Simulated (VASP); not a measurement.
Wanted: the native input for a VASP 6.6.1 run.

```yaml
Task: single point
Functional: PBE
Potentials_or_basis: VASP PAW PBE potentials, release 64 (H)
Cutoff: 520 eV
k_mesh: 2 × 2 × 2, shifted
Occupations: gaussian, width 0.1 eV
Spin: no spin polarisation
Dipole_correction: no
Further_INCAR_settings: ALGO = Normal; EDIFF = 1e-06; NBANDS = 16; ISYM = 0
```

The structure of H lies in POSCAR:

```
H
1.0
    5.0901965700     -0.3532567433      0.1046023115
   -0.3560409252      5.9213264249     -0.4527519544
    0.0964088127     -0.3938963042      5.5074813390
H
10
Direct
    0.7637199637      0.7239134623      0.3749884485
    0.3805583100      1.1245572064      0.4846450555
    0.3946912151      0.7809166390      0.9021050221
   -0.0045849457      0.4126970257      0.7695490523
    0.5025022643      0.8302398163     -0.0098883638
    0.0334371358      0.1382125542      0.1159262318
    0.4738573959      1.1406669176      0.5892471565
    0.8833125978      0.6835458723      0.3070079442
    0.9642203599      0.2134827863      0.2120783472
    0.9132757829      0.4950119074      0.7282800679
```

These files were run (other wordings do the same):

INCAR

```
  PREC = Accurate
  ENCUT = 520
  EDIFF = 1E-6
  ISMEAR = 0
  SIGMA = 0.1
  LREAL = False
  LASPH = True
  NELM = 60
  ALGO = Normal
  ISIF = 2
  LWAVE = False
  LCHARG = False
  GGA = PE
  NBANDS = 16
  ISYM = 0
```

KPOINTS

```
Automatic mesh
0
Gamma
  2 2 2
  0.5 0.5 0.5
```

Potentials or basis: VASP PAW PBE potentials, release 64 (H).

The run is started by

```console
$ cat potpaw_PBE.64/H/POTCAR > POTCAR
$ mpirun -np 1 vasp_std > vasp.out
```

It gave:

```yaml
Pressure: -0.1 GPa
Largest_force: 0.042 eV/Å
Band_gap_on_the_k_mesh: 9.50 eV, indirect (least direct gap 9.60 eV)
```

Caveat: the k points lie up to 0.62 Å⁻¹ apart.

It took 9.5 s on 1 thread of Intel(R) Xeon(R) 6975P-C (Granite Rapids), with other jobs on the host, peak memory 0.24 GiB.
